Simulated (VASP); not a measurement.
# Sc4GeSe (I422) in VASP: single point with PBE

Aim: the single point of Sc4GeSe with PBE.

Everything below comes from runs of VASP 6.6.1. Logs are shortened: lines on timing, memory, paths and dates and some standing lists are left out, and cuts for length are marked.

## (1) The cell of the first run

Symmetry: I422, No. 97, tetragonal system. Conventional cell: a = 6.683 Å, b = 6.683 Å, c = 5.596 Å, α = 90.00°, β = 90.00°, γ = 90.00°. Sc (site symmetry 2) has 2 Se at 2.87 Å and 2 Ge at 2.87 Å and 11 Sc at 3.06 to 3.54 Å within 3.8 Å. Within 3.7 Å of Ge (site symmetry 422) lie 2 Se at 2.80 Å and 8 Sc at 2.87 Å. Within 3.7 Å of Se (site symmetry 422) lie 2 Ge at 2.80 Å and 8 Sc at 2.87 Å.

The cell was built from a structure type or drawn by symmetry, and may not be a known phase.

## (2) Single point, PBE

Contents of INCAR:

```
PREC = Accurate
ENCUT = 520
EDIFF = 1E-7
ISMEAR = 0
SIGMA = 0.1
LREAL = F
LASPH = T
NELM = 80
ALGO = Normal
ISIF = 2
LWAVE = F
LCHARG = F
GGA = PE
NBANDS = 41
```

Contents of KPOINTS:

```
Automatic mesh
0
Gamma
  10 10 10
```

Contents of POSCAR:

```
Sc4GeSe
1.0
   -3.3412604010      3.3412604010      2.7980884293
    3.3412604010     -3.3412604010      2.7980884293
    3.3412604010      3.3412604010     -2.7980884293
Sc Ge Se
4 1 1
Direct
    0.4120876585      0.9120876585      0.8241753169
    0.0879123415      0.5879123415      0.1758246831
    0.5879123415      0.4120876585      0.5000000000
    0.9120876585      0.0879123415      0.5000000000
    0.5000000000      0.5000000000      0.0000000000
    0.0000000000      0.0000000000      0.0000000000
```

Potentials or basis: VASP PAW PBE potentials, release 64 (Sc_sv, Ge_d, Se).

Command:

```bash
> cat potpaw_PBE.64/Sc_sv/POTCAR potpaw_PBE.64/Ge_d/POTCAR potpaw_PBE.64/Se/POTCAR > POTCAR
> mpirun -np 1 vasp_std > vasp.out
```

OUTCAR:

```text
PREC = Accurate
   ENCUT = 520
   EDIFF = 1E-7
   ISMEAR = 0
   LREAL = F
   LASPH = T
   NELM = 80
   ISIF = 2
   GGA = PE

 ion  position               nearest neighbor table
   1  0.412  0.912  0.824-   6 2.87   5 2.87   5 2.87   6 2.87   2 3.06   2 3.25   2 3.25
   2  0.088  0.588  0.176-   6 2.87   5 2.87   5 2.87   6 2.87   1 3.06   1 3.25   1 3.25
   3  0.588  0.412  0.500-   6 2.87   5 2.87   5 2.87   6 2.87   4 3.06   4 3.25   4 3.25
   4  0.912  0.088  0.500-   5 2.87   6 2.87   6 2.87   5 2.87   3 3.06   3 3.25   3 3.25
   5  0.500  0.500  0.000-   6 2.80   6 2.80   4 2.87   3 2.87   4 2.87   3 2.87   2 2.87   1 2.87
                             1 2.87   2 2.87
   6  0.000  0.000  0.000-   5 2.80   5 2.80   3 2.87   4 2.87   3 2.87   4 2.87   1 2.87   2 2.87
                             1 2.87   2 2.87

  LATTYP: Found a body centered tetragonal cell.
 ALAT       =     6.6825208020
 C/A-ratio  =     0.8374350076

  Lattice vectors:

 A1 = (  -3.3412604010,   3.3412604010,   2.7980884293)
 A2 = (   3.3412604010,  -3.3412604010,   2.7980884293)
 A3 = (   3.3412604010,   3.3412604010,  -2.7980884293)

Analysis of symmetry for initial positions (statically):
=====================================================================
 Subroutine PRICEL returns:
 Original cell was already a primitive cell.

 Routine SETGRP: Setting up the symmetry group for a
 body centered tetragonal supercell.

 Subroutine GETGRP returns: Found  8 space group operations
 (whereof  8 operations were pure point group operations)
 out of a pool of 16 trial point group operations.

The static configuration has the point symmetry D_4 .

Analysis of symmetry for dynamics (positions and initial velocities):
=====================================================================
 Subroutine PRICEL returns:
 Original cell was already a primitive cell.

 Routine SETGRP: Setting up the symmetry group for a
 body centered tetragonal supercell.

 Subroutine GETGRP returns: Found  8 space group operations
 (whereof  8 operations were pure point group operations)
 out of a pool of 16 trial point group operations.

The dynamic configuration has the point symmetry D_4 .

 Subroutine INISYM returns: Found  8 space group operations
 (whereof  8 operations are pure point group operations),
 and found     1 'primitive' translations

[... 101 lines left out ...]
   NELM   =     80;   NELMIN=  2; NELMDL= -5     # of ELM steps
   EDIFF  = 0.1E-06   stopping-criterion for ELM
   LREAL  =      F    real-space projection
   EDIFFG = 0.1E-05   stopping-criterion for IOM
   NSW    =      0    number of steps for IOM
   IBRION =     -1    ionic relax: 0-MD 1-quasi-New 2-CG
   NFREE  =      0    steps in history (QN), initial steepest desc. (CG)
   ISIF   =      2    stress and relaxation
   ISYM   =      2    0-nonsym 1-usesym 2-fastsym
   POTIM  = 0.5000    time-step for ionic-motion
   TEBEG  =    0.0;   TEEND  =   0.0 temperature during run
   PSTRESS=    0.0 pullay stress
   NELECT =      64.0000    total number of electrons
   NUPDOWN=      -1.0000    fix difference up-down
   EMIN   =  10.00;   EMAX   =-10.00  energy-range for DOS
   EFERMI =   0.00;   METHOD = LEGACY
   ISMEAR =     0;   SIGMA  =   0.10  broadening in eV -4-tet -1-fermi 0-gaus
   EFERMI_NEDOS =   21; number of points for ismear=-14 and -15
   IALGO  =     38    algorithm
   IMIX   =      4    mixing-type and parameters
     AMIX     =   0.40;   BMIX     =  1.00
     AMIX_MAG =   1.60;   BMIX_MAG =  1.00
  volume/ion in A,a.u.               =      20.83       140.54
  Fermi-wavevector in a.u.,A,eV,Ry     =   1.309848  2.475253 23.343529  1.715701
  Thomas-Fermi vector in A             =   2.440418
   LORBIT       =      0    0 simple, 1 ext, 2 COOP (PROOUT), +10 PAW based schemes
   GGA     = PE    functional components
   LHFCALC =     F    Hartree Fock is set to
   AEXX    =    0.0000 exact exchange contribution
   IVDW    =     0    specifies the selected vdW correction
   LEPSILON=     F    determine dielectric tensor
   LRPA    =     F    only Hartree local field effects (RPA)
 non-spin polarized calculation
 Gauss-broadening in eV      SIGMA  =   0.10
  energy-cutoff  :      520.00
  volume of cell :      124.95
 maximum number of plane-waves:      3391
 NGX is ok and might be reduce to    42
   NGX = 21   NGY = 21   NGZ = 21

 number of electron      63.9999996 magnetization

 Free energy of the ion-electron system (eV)
  ---------------------------------------------------
  ext. energy  EPLUGINS =         0.00000000
  ---------------------------------------------------
  free energy    TOTEN  =       -37.38140811 eV

  energy without entropy =      -37.34297165  energy(sigma->0) =      -37.36218988

 E-fermi :   5.1937     XC(G=0): -10.5506

 val. band max:        5.1913400483   @ k =   0.5000   0.1000   0.0000
 cond. band min:       5.1947276968   @ k =   0.4000  -0.0000   0.0000
 fundamental gap:      0.0033876484
 Fermi energy:         5.1936725235

 k-point     1 :       0.0000    0.0000    0.0000
  band No.  band energies     occupation
      1     -44.2334      2.00000
      2     -44.2043      2.00000
      3     -44.1773      2.00000
      4     -44.1773      2.00000
      5     -22.9800      2.00000
      6     -22.9800      2.00000
[... 1045 lines left out ...]
     40       7.4984      0.00000
     41       7.9314      0.00000

 [... further k-points ...]

------------------------ aborting loop because EDIFF is reached ----------------------------------------

  FORCE on cell =-STRESS in cart. coord.  units (eV):
  Direction    XX          YY          ZZ          XY          YZ          ZX
  --------------------------------------------------------------------------------------
  -------------------------------------------------------------------------------------
  Total        0.1028472      0.1028472      0.0908047      0.0000000      0.0000000      0.0000000
  in kB        1.3187449      1.3187449      1.1643317      0.0000000      0.0000000      0.0000000
  external PRESSURE =       1.2672738 kB  Pullay stress =       0.0000000 kB

 VOLUME and BASIS-vectors are now :
 -----------------------------------------------------------------------------
  energy-cutoff  :      520.00
  volume of cell :      124.95
      direct lattice vectors                 reciprocal lattice vectors
    -3.341260401  3.341260401  2.798088429     0.000000000  0.149644128  0.178693423
     3.341260401 -3.341260401  2.798088429     0.149644128  0.000000000  0.178693423
     3.341260401  3.341260401 -2.798088429     0.149644128  0.149644128  0.000000000

 POSITION                                       TOTAL-FORCE (eV/Angst)
 -----------------------------------------------------------------------------------
      4.42441      1.08315      1.39904        -0.004595     -0.004595     -0.000000
      2.25811     -1.08315      1.39904         0.004595      0.004595      0.000000
      1.08315      2.25811      1.39904        -0.004595      0.004595      0.000000
     -1.08315      4.42441      1.39904         0.004595     -0.004595      0.000000
      0.00000      0.00000      2.79809         0.000000      0.000000     -0.000000
      0.00000      0.00000      0.00000         0.000000      0.000000     -0.000000
 -----------------------------------------------------------------------------------
    total drift:                                0.000000     -0.000000      0.000000

  FREE ENERGIE OF THE ION-ELECTRON SYSTEM (eV)
  ---------------------------------------------------
  free  energy   TOTEN  =       -37.3814081134 eV

  energy  without entropy=      -37.3429716546  energy(sigma->0) =      -37.36218988
```

OSZICAR:

```text
N       E                     dE             d eps       ncg     rms          rms(c)
DAV:   1     0.122490973506E+04    0.12249E+04   -0.27824E+04  8976   0.247E+03
DAV:   2     0.118980018424E+03   -0.11059E+04   -0.10816E+04 10396   0.900E+02
DAV:   3    -0.301868912141E+02   -0.14917E+03   -0.14364E+03 13045   0.327E+02
DAV:   4    -0.409189458977E+02   -0.10732E+02   -0.10261E+02 12799   0.825E+01
DAV:   5    -0.413883767581E+02   -0.46943E+00   -0.46039E+00 13568   0.178E+01    0.135E+01
DAV:   6    -0.376627259366E+02    0.37257E+01   -0.12772E+01 13907   0.384E+01    0.420E+00
DAV:   7    -0.374241010857E+02    0.23862E+00   -0.17963E+00 12016   0.123E+01    0.175E+00
DAV:   8    -0.373867870889E+02    0.37314E-01   -0.12145E-01 13560   0.283E+00    0.653E-01
DAV:   9    -0.373815918274E+02    0.51953E-02   -0.21006E-02 13528   0.116E+00    0.194E-01
DAV:  10    -0.373813837928E+02    0.20803E-03   -0.33328E-03 12640   0.530E-01    0.501E-02
DAV:  11    -0.373814112036E+02   -0.27411E-04   -0.19257E-04 13432   0.131E-01    0.245E-02
DAV:  12    -0.373814081619E+02    0.30416E-05   -0.27283E-05 13936   0.479E-02    0.810E-03
DAV:  13    -0.373814084917E+02   -0.32976E-06   -0.74790E-06 12576   0.232E-02    0.298E-03
DAV:  14    -0.373814081971E+02    0.29454E-06   -0.14965E-06 11824   0.113E-02    0.102E-03
DAV:  15    -0.373814081134E+02    0.83767E-07   -0.51176E-08  6936   0.270E-03
   1 F= -.37381408E+02 E0= -.37362190E+02  d E =-.384365E-01
```

stdout:

```text
POSCAR found type information on POSCAR ScGeSe
 POSCAR found :  3 types and       6 ions
 scaLAPACK will be used
 LDA part: xc-table for (Slater+PW92), standard interpolation
 POSCAR, INCAR and KPOINTS ok, starting setup
 FFT: planning ... GRIDC
 FFT: planning ... GRID_SOFT
 FFT: planning ... GRID
 WAVECAR not read
 entering main loop
```

Run time: 9.5 min. Hardware: 1 thread of Intel Xeon Platinum 8375C at 2.90GHz (Ice Lake), shared host; peak memory 0.58 GiB.

What came out:

```yaml
Free_energy: -37.3814 eV
Pressure: 0.1 GPa
Largest_force: 0.006 eV/Å
Band_gap_on_the_k_mesh: zero (bands 32 and 33 overlap by 1.06 eV)
```

Forces in eV/Å, atoms in the order of the input:
```
Sc  -0.005 -0.005  0.000
Sc   0.005  0.005  0.000
Sc  -0.005  0.005  0.000
Sc   0.005 -0.005  0.000
Ge   0.000  0.000  0.000
Se   0.000  0.000  0.000
```
